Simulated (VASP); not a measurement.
# Rh (Fm-3m) in VASP: a series of runs

Aim: see how the results for Rh move with the level of theory and the settings. Levels: r2SCAN, PBE. Tasks: single point.

Everything below comes from runs of VASP 6.6.1. Logs are shortened: lines on timing, memory, paths and dates and some standing lists are left out, and cuts for length are marked.

**1. The cell of the first run**

Symmetry: Fm-3m, No. 225, cubic system. The conventional cell has a = 3.799 Å, b = 3.799 Å, c = 3.799 Å, α = 90.00°, β = 90.00°, γ = 90.00°. Rh (site symmetry m-3m) has 12 Rh at 2.69 Å within 3.5 Å.

**2. Single point, r2SCAN**

POSCAR reads:

```
Rh
1.0
    0.0000000000      1.8996393431      1.8996393431
    1.8996393431      0.0000000000      1.8996393431
    1.8996393431      1.8996393431      0.0000000000
Rh
1
Direct
    0.0000000000      0.0000000000      0.0000000000
```

INCAR.step1 reads:

```
ALGO     = Normal         # electronic algorithm
EDIFF    = 1E-5           # SCF threshold, eV
ENCUT    = 580            # plane-wave cutoff, eV
GGA      = PE             # functional
GGA_COMPAT= False        
ISMEAR   = -1             # smearing method
LASPH    = True           # aspherical terms in the spheres
LCHARG   = False          # write CHGCAR
LREAL    = False          # projectors in reciprocal space
LWAVE    = True           # write WAVECAR
NBANDS   = 14             # bands
NELM     = 120            # most SCF steps
PREC     = Accurate       # precision mode
SIGMA    = 0.05           # smearing width, eV
```

INCAR.step2 reads:

```
ALGO     = Normal         # electronic algorithm
EDIFF    = 1E-6           # SCF threshold, eV
ENCUT    = 580            # plane-wave cutoff, eV
GGA_COMPAT= False        
ISIF     = 2              # what is computed and relaxed
ISMEAR   = -1             # smearing method
ISTART   = 1            
LASPH    = True           # aspherical terms in the spheres
LCHARG   = False          # write CHGCAR
LMIXTAU  = True         
LREAL    = False          # projectors in reciprocal space
LWAVE    = False          # write WAVECAR
METAGGA  = R2SCAN         # meta-GGA
NBANDS   = 14             # bands
NELM     = 120            # most SCF steps
PREC     = Accurate       # precision mode
SIGMA    = 0.05           # smearing width, eV
```

KPOINTS reads:

```
k-points
0
Gamma
  12 12 12
```

Potentials or basis: VASP PAW PBE potentials, release 64 (Rh_sv_GW).

Launch:

```bash
> cat potpaw_PBE.64/Rh_sv_GW/POTCAR > POTCAR
> cp INCAR.step1 INCAR
> mpirun -np 1 vasp_std > vasp.out
> cp INCAR.step2 INCAR
> mpirun -np 1 vasp_std > vasp.out
```

OUTCAR:

```text
EDIFF = 1E-6
   ENCUT = 580
   ISIF = 2
   ISMEAR = -1
   ISTART = 1
   LASPH = True
   LREAL = False
   METAGGA = R2SCAN
   NELM = 120
   PREC = Accurate

 ion  position               nearest neighbor table
   1  0.000  0.000  0.000-

  LATTYP: Found a face centered cubic cell.
 ALAT       =     3.7992786862

  Lattice vectors:

 A1 = (   0.0000000000,   1.8996393431,   1.8996393431)
 A2 = (   1.8996393431,   0.0000000000,   1.8996393431)
 A3 = (   1.8996393431,   1.8996393431,   0.0000000000)

Analysis of symmetry for initial positions (statically):
[... 33 lines left out ...]
                                     Primitive cell

  volume of cell :      13.7102

  direct lattice vectors                    reciprocal lattice vectors
     0.000000000  1.899639343  1.899639343    -0.263207857  0.263207857  0.263207857
     1.899639343  0.000000000  1.899639343     0.263207857 -0.263207857  0.263207857
     1.899639343  1.899639343  0.000000000     0.263207857  0.263207857 -0.263207857

  length of vectors
     2.686495723  2.686495723  2.686495723     0.455889381  0.455889381  0.455889381

  position of ions in fractional coordinates (direct lattice)
     0.000000000  0.000000000  0.000000000

  ion indices of the primitive-cell ions
   primitive index   ion index
                 1           1

----------------------------------------------------------------------------------------

 KPOINTS: k-points

Automatic generation of k-mesh.
 Grid dimensions read from file:
 generate k-points for:   12   12   12

 Generating k-lattice:

  Cartesian coordinates                     Fractional coordinates (reciprocal lattice)
    -0.021933988  0.021933988  0.021933988     0.083333333  0.000000000  0.000000000
     0.021933988 -0.021933988  0.021933988     0.000000000  0.083333333  0.000000000
     0.021933988  0.021933988 -0.021933988     0.000000000  0.000000000  0.083333333

  Length of vectors
     0.037990782  0.037990782  0.037990782

  Shift w.r.t. Gamma in fractional coordinates (k-lattice)
     0.000000000  0.000000000  0.000000000

 Subroutine IBZKPT returns following result:
 ===========================================

 Found     72 irreducible k-points:

 Following reciprocal coordinates:
            Coordinates               Weight
  0.000000  0.000000  0.000000      1.000000
  0.083333  0.000000  0.000000      8.000000
  0.166667  0.000000  0.000000      8.000000
  0.250000  0.000000  0.000000      8.000000
  0.333333  0.000000  0.000000      8.000000
  0.416667  0.000000  0.000000      8.000000
[... 16 lines left out ...]
  0.500000  0.166667  0.000000     24.000000
 -0.416667  0.166667  0.000000     24.000000
 [... further k-points ...]
   k-points           NKPTS =     72   k-points in BZ     NKDIM =     72   number of bands    NBANDS=     14
   number of dos      NEDOS =    301   number of ions     NIONS =      1
   total plane-waves  NPLWV =  13824
   dimension x,y,z NGX =    24 NGY =   24 NGZ =   24
   dimension x,y,z NGXF=    48 NGYF=   48 NGZF=   48
   ions per type =               1
   NGX,Y,Z   is equivalent  to a cutoff of  14.85, 14.85, 14.85 a.u.
   NGXF,Y,Z  is equivalent  to a cutoff of  29.70, 29.70, 29.70 a.u.
 SYSTEM =  unknown system
   PREC   = accura    normal or accurate (medium, high low for compatibility)
   ISTART =      1    job   : 0-new  1-cont  2-samecut
   ICHARG =      0    charge: 1-file 2-atom 10-const
   ISPIN  =      1    spin polarized calculation?
   LNONCOLLINEAR =      F non collinear calculations
   LSORBIT =      F    spin-orbit coupling
   LASPH  =      T    aspherical Exc in radial PAW
   ENCUT  =  580.0 eV  42.63 Ry    6.53 a.u.   5.28  5.28  5.28*2*pi/ulx,y,z
   NELM   =    120;   NELMIN=  2; NELMDL=  0     # of ELM steps
   EDIFF  = 0.1E-05   stopping-criterion for ELM
   LREAL  =      F    real-space projection
   EDIFFG = 0.1E-04   stopping-criterion for IOM
   NSW    =      0    number of steps for IOM
   IBRION =     -1    ionic relax: 0-MD 1-quasi-New 2-CG
   NFREE  =      0    steps in history (QN), initial steepest desc. (CG)
   ISIF   =      2    stress and relaxation
   ISYM   =      2    0-nonsym 1-usesym 2-fastsym
   POTIM  = 0.5000    time-step for ionic-motion
   TEBEG  =    0.0;   TEEND  =   0.0 temperature during run
   PSTRESS=    0.0 pullay stress
   NELECT =      17.0000    total number of electrons
   NUPDOWN=      -1.0000    fix difference up-down
   EMIN   =  10.00;   EMAX   =-10.00  energy-range for DOS
   EFERMI =   0.00;   METHOD = LEGACY
   ISMEAR =    -1;   SIGMA  =   0.05  broadening in eV -4-tet -1-fermi 0-gaus
   EFERMI_NEDOS =   21; number of points for ismear=-14 and -15
   IALGO  =     38    algorithm
   IMIX   =      4    mixing-type and parameters
     AMIX     =   0.40;   BMIX     =  1.00
     AMIX_MAG =   1.60;   BMIX_MAG =  1.00
  volume/ion in A,a.u.               =      13.71        92.52
  Fermi-wavevector in a.u.,A,eV,Ry     =   1.758774  3.323601 42.086701  3.093285
  Thomas-Fermi vector in A             =   2.827866
   LORBIT       =      0    0 simple, 1 ext, 2 COOP (PROOUT), +10 PAW based schemes
   METAGGA = R2SCAN    functional components
   LHFCALC =     F    Hartree Fock is set to
   AEXX    =    0.0000 exact exchange contribution
   IVDW    =     0    specifies the selected vdW correction
   LEPSILON=     F    determine dielectric tensor
   LRPA    =     F    only Hartree local field effects (RPA)
 non-spin polarized calculation
  energy-cutoff  :      580.00
  volume of cell :       13.71
 maximum number of plane-waves:       448
 NGX is ok and might be reduce to    24
   NGX = 11   NGY = 11   NGZ = 11

 number of electron      17.0000001 magnetization

 Free energy of the ion-electron system (eV)
  ---------------------------------------------------
  ext. energy  EPLUGINS =         0.00000000
  ---------------------------------------------------
  free energy    TOTEN  =       -23.28691618 eV

  energy without entropy =      -23.27852445  energy(sigma->0) =      -23.28272032

 E-fermi :  10.7410     XC(G=0): -15.3011

 val. band max:       10.6812914029   @ k =  -0.3333   0.3333   0.0000
 cond. band min:      10.7512722517   @ k =   0.3333   0.1667   0.0000
 fundamental gap:      0.0699808488
 Fermi energy:        10.7410281411

 k-point     1 :       0.0000    0.0000    0.0000
  band No.  band energies     occupation
      1     -70.4679      2.00000
      2     -37.0902      2.00000
      3     -37.0902      2.00000
      4     -37.0902      2.00000
      5       2.5570      2.00000
      6       7.5425      2.00000
      7       7.5425      2.00000
      8       7.5425      2.00000
      9       9.6450      2.00000
     10       9.6450      2.00000
     11      27.1994      0.00000
     12      32.8617      0.00000
     13      32.8617      0.00000
     14      32.8617      0.00000

 k-point     2 :       0.0833    0.0000    0.0000
  band No.  band energies     occupation
      1     -70.4596      2.00000
      2     -37.1454      2.00000
      3     -37.0980      2.00000
      4     -37.0980      2.00000
      5       2.8456      2.00000
      6       7.4178      2.00000
      7       7.6520      2.00000
      8       7.6520      2.00000
      9       9.5866      2.00000
     10       9.5866      2.00000
     11      27.6068      0.00000
     12      31.5352      0.00000
     13      33.2817      0.00000
     14      33.2817      0.00000

 k-point     3 :       0.1667    0.0000    0.0000
  band No.  band energies     occupation
      1     -70.4370      2.00000
      2     -37.2934      2.00000
      3     -37.1181      2.00000
      4     -37.1181      2.00000
      5       3.6089      2.00000
      6       7.2010      2.00000
      7       7.8709      2.00000
      8       7.8709      2.00000
      9       9.5424      2.00000
     10       9.5424      2.00000
     11      28.4727      0.00000
     12      29.1787      0.00000
     13      34.4546      0.00000
     14      34.4546      0.00000

 k-point     4 :       0.2500    0.0000    0.0000
  band No.  band energies     occupation
      1     -70.4060      2.00000
      2     -37.4914      2.00000
      3     -37.1453      2.00000
      4     -37.1453      2.00000
      5       4.3903      2.00000
      6       7.4436      2.00000
      7       7.8998      2.00000
      8       7.8998      2.00000
      9       9.8366      2.00000
     10       9.8366      2.00000
     11      26.5443      0.00000
     12      28.8728      0.00000
     13      36.0243      0.00000
     14      36.0243      0.00000

 k-point     5 :       0.3333    0.0000    0.0000
  band No.  band energies     occupation
      1     -70.3748      2.00000
      2     -37.6866      2.00000
      3     -37.1724      2.00000
      4     -37.1724      2.00000
      5       4.5747      2.00000
      6       7.7038      2.00000
      7       7.7038      2.00000
      8       8.7651      2.00000
      9      10.4649      1.99203
     10      10.4649      1.99203
     11      23.7946      0.00000
[... 276 lines left out ...]
 k-point    22 :       0.4167    0.1667    0.0000
  band No.  band energies     occupation
      1     -70.3494      2.00000
      2     -37.7158      2.00000
      3     -37.2750      2.00000
      4     -37.2447      2.00000
      5       5.1300      2.00000
      6       6.8868      2.00000
      7       7.7135      2.00000
      8       8.4232      2.00000
      9      11.2411      0.00009
     10      12.4779      0.00000
     11      23.0994      0.00000
     12      28.5030      0.00000
     13      30.8324      0.00000
     14      32.5757      0.00000

 k-point    23 :       0.5000    0.1667    0.0000
  band No.  band energies     occupation
      1     -70.3334      2.00000
      2     -37.7996      2.00000
      3     -37.3170      2.00000
      4     -37.2451      2.00000
      5       5.0709      2.00000
      6       6.8121      2.00000
      7       8.2204      2.00000
      8       8.3748      2.00000
      9      11.3685      0.00001
     10      14.5068      0.00000
     11      20.3942      0.00000
     12      27.7482      0.00000
     13      30.9789      0.00000
     14      31.2982      0.00000

 k-point    24 :      -0.4167    0.1667    0.0000
  band No.  band energies     occupation
      1     -70.3313      2.00000
      2     -37.8068      2.00000
      3     -37.3431      2.00000
      4     -37.2292      2.00000
      5       5.1407      2.00000
      6       6.8269      2.00000
      7       8.1229      2.00000
      8       8.6242      2.00000
      9      10.9908      0.01344
     10      15.1074      0.00000
     11      19.9579      0.00000
     12      27.4173      0.00000
     13      30.3762      0.00000
     14      32.1101      0.00000

 [... further k-points ...]
[... 5 lines left out ...]
  --------------------------------------------------------------------------------------
  -------------------------------------------------------------------------------------
  Total       -0.1388551     -0.1388551     -0.1388551      0.0000000      0.0000000      0.0000000
  in kB      -16.2266521    -16.2266521    -16.2266521      0.0000000      0.0000000      0.0000000
  external PRESSURE =     -16.2266521 kB  Pullay stress =       0.0000000 kB

 VOLUME and BASIS-vectors are now :
 -----------------------------------------------------------------------------
  energy-cutoff  :      580.00
  volume of cell :       13.71
      direct lattice vectors                 reciprocal lattice vectors
     0.000000000  1.899639343  1.899639343    -0.263207857  0.263207857  0.263207857
     1.899639343  0.000000000  1.899639343     0.263207857 -0.263207857  0.263207857
     1.899639343  1.899639343  0.000000000     0.263207857  0.263207857 -0.263207857

 POSITION                                       TOTAL-FORCE (eV/Angst)
 -----------------------------------------------------------------------------------
      0.00000      0.00000      0.00000         0.000000      0.000000      0.000000
 -----------------------------------------------------------------------------------
    total drift:                                0.000000      0.000000      0.000000

  FREE ENERGIE OF THE ION-ELECTRON SYSTEM (eV)
  ---------------------------------------------------
  free  energy   TOTEN  =       -23.2869161811 eV

  energy  without entropy=      -23.2785244547  energy(sigma->0) =      -23.28272032
```

It took 30 s on 1 thread of Intel Xeon 6975P-C (Granite Rapids), shared host; peak memory 0.16 GiB.

What came out:

```
Free energy : -23.2869 eV
Pressure    : -1.6 GPa
```

Caveat: the PAW data sets were made with another functional, which shifts forces and pressure a little.

**3. Single point, PBE**

This run uses another cell than the first one, of 13.12 Å³/atom, 0.957 times its volume.

INCAR reads:

```
  ALGO = Normal
  EDIFF = 1E-6
  ENCUT = 500
  GGA = PE
  GGA_COMPAT = F
  ISIF = 2
  ISMEAR = -1
  LASPH = T
  LCHARG = T
  LELF = T
  LREAL = F
  LVHAR = T
  LWAVE = F
  NBANDS = 14
  NELM = 120
  PREC = Accurate
  SIGMA = 0.05
```

KPOINTS is that of step 2.

POSCAR reads:

```
Rh
1.0
    0.0000000000      1.8722002341      1.8722002341
    1.8722002341      0.0000000000      1.8722002341
    1.8722002341      1.8722002341      0.0000000000
Rh
1
Direct
    0.0000000000      0.0000000000      0.0000000000
```

Potentials or basis: VASP PAW PBE potentials, release 64 (Rh_pv).

Launch:

```bash
> cat potpaw_PBE.64/Rh_pv/POTCAR > POTCAR
> mpirun -np 1 vasp_std > vasp.out
```

Run time: 11 s. Hardware: 1 thread of Intel Xeon 6975P-C, shared host; peak memory 0.13 GiB.

It converged, with:

```yaml
Free_energy: -7.2098 eV
Pressure: 20.9 GPa
```

Levels at points of the mesh, in eV from the Fermi level:
```
           k point  band 3  band 4  band 5  band 6  band 7  band 8  band 9  band 10  band 11  band 12
(0.00, 0.00, 0.00)  -46.49   -8.32   -3.33   -3.33   -3.33   -1.09   -1.09    15.94    20.34    21.67
(0.50, 0.00, 0.00)  -46.61   -6.54   -3.42   -3.42    0.59    0.59    0.67     9.12    15.47    20.34
(0.50, 0.50, 0.00)  -46.81   -6.79   -6.40    0.56    1.04    1.04    3.32    12.86    13.59    13.59
```
